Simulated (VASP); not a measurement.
# Ga5As2P3 (I-4m2) in VASP: single point with PBE

Aim: the single point of Ga5As2P3 with PBE.

All numbers are computed with VASP 6.6.1; they aren't measurements. Logs are shortened: lines on timing, memory, paths and dates and some standing lists are left out, and cuts for length are marked.

## 1. The cell of the first run

The structure is tetragonal, space group I-4m2 (No. 119). The conventional cell has a = 3.958 Å, b = 3.958 Å, c = 28.033 Å, α = 90.00°, β = 90.00°, γ = 90.00°. Within 3.2 Å of Ga (site symmetry 2mm) lie 2 P at 2.40 Å and 2 As at 2.46 Å. Ga (site symmetry 2mm) has 2 P at 2.40 Å and 2 As at 2.46 Å within 3.2 Å. Ga (site symmetry -4m2) has 4 P at 2.40 Å within 3.2 Å. Within 3.2 Å of P (site symmetry -4m2) lie 4 Ga at 2.40 Å. P (site symmetry 2mm) has 4 Ga at 2.40 Å within 3.2 Å. As (site symmetry 2mm) has 4 Ga at 2.46 Å within 3.2 Å.

## 2. Single point, PBE

Input file INCAR:

```
SYSTEM = Ga5As2P3
PREC     = Accurate       ! precision mode
ENCUT    = 520            ! plane-wave cutoff, eV
EDIFF    = 1E-7           ! SCF threshold, eV
ISMEAR   = 0              ! smearing method
SIGMA    = 0.1            ! smearing width, eV
LREAL    = .False.        ! projectors in reciprocal space
LASPH    = .True.         ! aspherical terms in the spheres
NELM     = 80             ! most SCF steps
ALGO     = Normal         ! electronic algorithm
ISIF     = 2              ! what is computed and relaxed
LWAVE    = .False.        ! write WAVECAR
LCHARG   = .False.        ! write CHGCAR
GGA      = PE             ! functional
NBANDS   = 56             ! bands
```

Input file KPOINTS:

```
Automatic mesh
0
Gamma
  4 4 4
  0 0 0
```

Input file POSCAR:

```
Ga5As2P3
1.0
    0.0000000000     -3.9575090205      0.0000000000
    3.9575090205      0.0000000000      0.0000000000
   -1.9787545102      1.9787545102     14.0162539537
Ga P As
5 3 2
Direct
    0.5970063532      0.5970063532      0.1940127064
    0.2014351390      0.2014351390      0.4028702781
    0.7985648610      0.7985648610      0.5971297219
    0.4029936468      0.4029936468      0.8059872936
    0.0000000000      0.0000000000      0.0000000000
    0.2500000000      0.7500000000      0.5000000000
    0.4514784847      0.9514784847      0.9029569695
    0.0485215153      0.5485215153      0.0970430305
    0.8507752096      0.3507752096      0.7015504192
    0.6492247904      0.1492247904      0.2984495808
```

Potentials or basis: VASP PAW PBE potentials, release 64 (Ga_d, P, As).

On the command line:

```bash
$ cat potpaw_PBE.64/Ga_d/POTCAR potpaw_PBE.64/P/POTCAR potpaw_PBE.64/As/POTCAR > POTCAR
$ mpirun -np 1 vasp_std > vasp.out
```

OUTCAR:

```text
SYSTEM = Ga5As2P3
   PREC = Accurate
   ENCUT = 520
   EDIFF = 1E-7
   ISMEAR = 0
   LREAL = .False.
   LASPH = .True.
   NELM = 80
   ISIF = 2
   GGA = PE

 ion  position               nearest neighbor table
   1  0.597  0.597  0.194-   8 2.40   8 2.40  10 2.46  10 2.46
   2  0.201  0.201  0.403-   6 2.40   6 2.40  10 2.46  10 2.46
   3  0.799  0.799  0.597-   6 2.40   6 2.40   9 2.46   9 2.46
   4  0.403  0.403  0.806-   7 2.40   7 2.40   9 2.46   9 2.46
   5  0.000  0.000  0.000-   7 2.40   8 2.40   8 2.40   7 2.40
   6  0.250  0.750  0.500-   2 2.40   3 2.40   3 2.40   2 2.40
   7  0.451  0.951  0.903-   4 2.40   4 2.40   5 2.40   5 2.40
   8  0.049  0.549  0.097-   1 2.40   1 2.40   5 2.40   5 2.40
   9  0.851  0.351  0.702-   3 2.46   3 2.46   4 2.46   4 2.46
  10  0.649  0.149  0.298-   2 2.46   2 2.46   1 2.46   1 2.46

  LATTYP: Found a body centered tetragonal cell.
 ALAT       =     3.9575090205
 C/A-ratio  =     7.0833718286

  Lattice vectors:

 A1 = (  -1.9787545103,  -1.9787545102, -14.0162539537)
 A2 = (   1.9787545102,   1.9787545103, -14.0162539537)
 A3 = (   1.9787545103,  -1.9787545103,  14.0162539537)

Analysis of symmetry for initial positions (statically):
=====================================================================
 Subroutine PRICEL returns:
 Original cell was already a primitive cell.

 Routine SETGRP: Setting up the symmetry group for a
 body centered tetragonal supercell.

 Subroutine GETGRP returns: Found  8 space group operations
 (whereof  8 operations were pure point group operations)
 out of a pool of 16 trial point group operations.

The static configuration has the point symmetry D_2d.

Analysis of symmetry for dynamics (positions and initial velocities):
=====================================================================
 Subroutine PRICEL returns:
 Original cell was already a primitive cell.

 Routine SETGRP: Setting up the symmetry group for a
 body centered tetragonal supercell.

 Subroutine GETGRP returns: Found  8 space group operations
 (whereof  8 operations were pure point group operations)
 out of a pool of 16 trial point group operations.

The dynamic configuration has the point symmetry D_2d.

[... 106 lines left out ...]
   IBRION =     -1    ionic relax: 0-MD 1-quasi-New 2-CG
   NFREE  =      0    steps in history (QN), initial steepest desc. (CG)
   ISIF   =      2    stress and relaxation
   ISYM   =      2    0-nonsym 1-usesym 2-fastsym
   POTIM  = 0.5000    time-step for ionic-motion
   TEBEG  =    0.0;   TEEND  =   0.0 temperature during run
   PSTRESS=    0.0 pullay stress
   NELECT =      90.0000    total number of electrons
   NUPDOWN=      -1.0000    fix difference up-down
   EMIN   =  10.00;   EMAX   =-10.00  energy-range for DOS
   EFERMI =   0.00;   METHOD = LEGACY
   ISMEAR =     0;   SIGMA  =   0.10  broadening in eV -4-tet -1-fermi 0-gaus
   EFERMI_NEDOS =   21; number of points for ismear=-14 and -15
   IALGO  =     38    algorithm
   IMIX   =      4    mixing-type and parameters
     AMIX     =   0.40;   BMIX     =  1.00
     AMIX_MAG =   1.60;   BMIX_MAG =  1.00
  volume/ion in A,a.u.               =      21.95       148.14
  Fermi-wavevector in a.u.,A,eV,Ry     =   1.216178  2.298243 20.124220  1.479088
  Thomas-Fermi vector in A             =   2.351540
   LORBIT       =      0    0 simple, 1 ext, 2 COOP (PROOUT), +10 PAW based schemes
   GGA     = PE    functional components
   LHFCALC =     F    Hartree Fock is set to
   AEXX    =    0.0000 exact exchange contribution
   IVDW    =     0    specifies the selected vdW correction
   LEPSILON=     F    determine dielectric tensor
   LRPA    =     F    only Hartree local field effects (RPA)
 non-spin polarized calculation
 Gauss-broadening in eV      SIGMA  =   0.10
  energy-cutoff  :      520.00
  volume of cell :      219.52
 maximum number of plane-waves:      6005
 NGX is ok and might be reduce to    30
   NGX = 15   NGY = 15   NGZ = 53

 number of electron      89.9999928 magnetization

 Free energy of the ion-electron system (eV)
  ---------------------------------------------------
  ext. energy  EPLUGINS =         0.00000000
  ---------------------------------------------------
  free energy    TOTEN  =       -43.59924349 eV

  energy without entropy =      -43.59924349  energy(sigma->0) =      -43.59924349

 E-fermi :   4.5341     XC(G=0):  -9.5621

 val. band max:        4.0513142271   @ k =   0.0000   0.0000   0.0000
 cond. band min:       4.9872150493   @ k =   0.0000   0.0000   0.0000
 fundamental gap:      0.9359008222
 Fermi energy:         4.5340562632

 k-point     1 :       0.0000    0.0000    0.0000
  band No.  band energies     occupation
      1     -10.7107      2.00000
      2     -10.6896      2.00000
      3     -10.6477      2.00000
      4     -10.6418      2.00000
      5     -10.6254      2.00000
      6     -10.6254      2.00000
[... 756 lines left out ...]
     55       7.5367      0.00000
     56       8.4356      0.00000

------------------------ aborting loop because EDIFF is reached ----------------------------------------

  FORCE on cell =-STRESS in cart. coord.  units (eV):
  Direction    XX          YY          ZZ          XY          YZ          ZX
  --------------------------------------------------------------------------------------
  -------------------------------------------------------------------------------------
  Total        0.7789611      0.7789611     -0.7137571      0.0000000      0.0000000     -0.0000000
  in kB        5.6852631      5.6852631     -5.2093706      0.0000000      0.0000000     -0.0000000
  external PRESSURE =       2.0537186 kB  Pullay stress =       0.0000000 kB

 VOLUME and BASIS-vectors are now :
 -----------------------------------------------------------------------------
  energy-cutoff  :      520.00
  volume of cell :      219.52
      direct lattice vectors                 reciprocal lattice vectors
     0.000000000 -3.957509020  0.000000000     0.000000000 -0.252684200  0.035672870
     3.957509020  0.000000000  0.000000000     0.252684200  0.000000000  0.035672870
    -1.978754510  1.978754510 14.016253954     0.000000000  0.000000000  0.071345739

 POSITION                                       TOTAL-FORCE (eV/Angst)
 -----------------------------------------------------------------------------------
      1.97875     -1.97875      2.71933        -0.000000      0.000000     -0.008604
     -0.00000      0.00000      5.64673         0.000000     -0.000000      0.011328
      1.97875     -1.97875      8.36952        -0.000000      0.000000     -0.011328
      0.00000     -0.00000     11.29692         0.000000     -0.000000      0.008604
      0.00000      0.00000      0.00000         0.000000      0.000000      0.000000
      1.97875     -0.00000      7.00813         0.000000      0.000000      0.000000
      1.97875      0.00000     12.65607         0.000000     -0.000000      0.002236
      1.97875     -0.00000      1.36018        -0.000000      0.000000     -0.002236
      0.00000     -1.97875      9.83311         0.000000     -0.000000      0.001231
      0.00000     -1.97875      4.18315        -0.000000      0.000000     -0.001231
 -----------------------------------------------------------------------------------
    total drift:                                0.000005      0.000005     -0.000000

  FREE ENERGIE OF THE ION-ELECTRON SYSTEM (eV)
  ---------------------------------------------------
  free  energy   TOTEN  =       -43.5992434942 eV

  energy  without entropy=      -43.5992434942  energy(sigma->0) =      -43.59924349
```

stdout:

```text
POSCAR found type information on POSCAR GaP As
 POSCAR found :  3 types and      10 ions
 scaLAPACK will be used
 LDA part: xc-table for (Slater+PW92), standard interpolation
 POSCAR, INCAR and KPOINTS ok, starting setup
 FFT: planning ... GRIDC
 FFT: planning ... GRID_SOFT
 FFT: planning ... GRID
 WAVECAR not read
 entering main loop
```

Run time: 4 min. Hardware: 1 thread of AMD EPYC 9755, shared host; peak memory 0.34 GiB.

What came out:

```yaml
Free_energy: -43.5992 eV
Pressure: 0.2 GPa
Largest_force: 0.011 eV/Å
Band_gap_on_the_k_mesh: 0.94 eV, direct
```

Forces on the atoms (eV/Å):
```
Ga   0.000  0.000 -0.009
Ga   0.000  0.000  0.011
Ga   0.000  0.000 -0.011
Ga   0.000  0.000  0.009
Ga   0.000  0.000  0.000
P    0.000  0.000  0.000
P    0.000  0.000  0.002
P    0.000  0.000 -0.002
As   0.000  0.000  0.001
As   0.000  0.000 -0.001
```

Stress tensor (GPa, compression positive):
```
 0.57  0.00  0.00
 0.00  0.57  0.00
 0.00  0.00 -0.52
```

A k mesh can miss the band edges. Expect the measured gap to be larger: semilocal functionals such as PBE lack the derivative discontinuity.
